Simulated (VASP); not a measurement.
A run of VASP 6.6.1 is set up as follows.

INCAR

```
SYSTEM = AlNi
ALGO = Fast
EDIFF = 1E-6
ENCUT = 520
GGA = PS
ISIF = 2
ISMEAR = -1
ISPIN = 2
LASPH = .True.
LCHARG = .False.
LMAXMIX = 4
LORBIT = 11
LREAL = .False.
LWAVE = .False.
MAGMOM = 1 0
NBANDS = 18
NELM = 150
PREC = Accurate
SIGMA = 0.05
```

KPOINTS

```
k-points
0
Gamma
  11 11 7
  0 0 0
```

POSCAR

```
AlNi
1.0
    2.2537151482     -1.3662091541      0.0000000000
    2.2537151482      1.3662091541      0.0000000000
   -1.3287605568      0.0000000000      3.8016149950
Ni Al
1 1
Direct
    0.5000000000      0.5000000000      0.5000000000
    0.0000000000      0.0000000000      0.0000000000
```

Potentials or basis: VASP PAW PBE potentials, release 64 (Ni, Al).

Run with:

```console
$ cat potpaw_PBE.64/Ni/POTCAR potpaw_PBE.64/Al/POTCAR > POTCAR
$ mpirun -np 1 vasp_std > vasp.out
```

(1) What does it give for the net moment?

(2) Predict the pressure.

Results:

(1) 0.00 μB per cell.

(2) 7.3 GPa.

Caveat: the PAW data sets were made with another functional, which shifts forces and pressure a little.
